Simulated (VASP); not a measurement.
The system is HgTe.

```
Hg Te
1.0
     0.00000    3.01984    3.01984
     3.01984    0.00000    3.01984
     3.01984    3.01984    0.00000
Hg Te
1 1
Direct
  0.00000 0.00000 0.00000
  0.50000 0.50000 0.50000
```

| Property | Result |
| --- | --- |
| Program | VASP 6.6.1 |
| Task | relaxation of cell and atoms |
| Functional | LDA |
| Potentials or basis | VASP PAW LDA potentials, release 64 (Hg, Te) |
| Cutoff | 600 eV |
| k mesh | 12 × 12 × 12 |
| Occupations | gaussian, width 0.1 eV |
| Spin | no spin polarisation |

At the start: pressure -2.4 GPa; volume 27.54 Å³/atom.

Q: How do energy, volume and symmetry change on relaxing?

A: Over 3 steps the energy falls by 8.5 meV/atom and the volume is 26.45 Å³/atom (-4.0 %); space group Fm-3m (No. 225, to 0.05 Å).

Step by step:
```csv
step,energy change (eV),largest force (eV/Å),pressure (GPa),volume (Å³)
1,0.0000,0.0000,-2.39,55.08
2,-0.0127,0.0000,1.35,51.87
3,-0.0169,0.0000,0.00,52.90
```

Final structure:
```xyz
2
Lattice="0.0000 2.9795 2.9795 2.9795 0.0000 2.9795 2.9795 2.9795 0.0000" Properties=species:S:1:pos:R:3 pbc="T T T"
Hg    0.0000    0.0000    0.0000
Te    2.9795    2.9795    2.9795
```
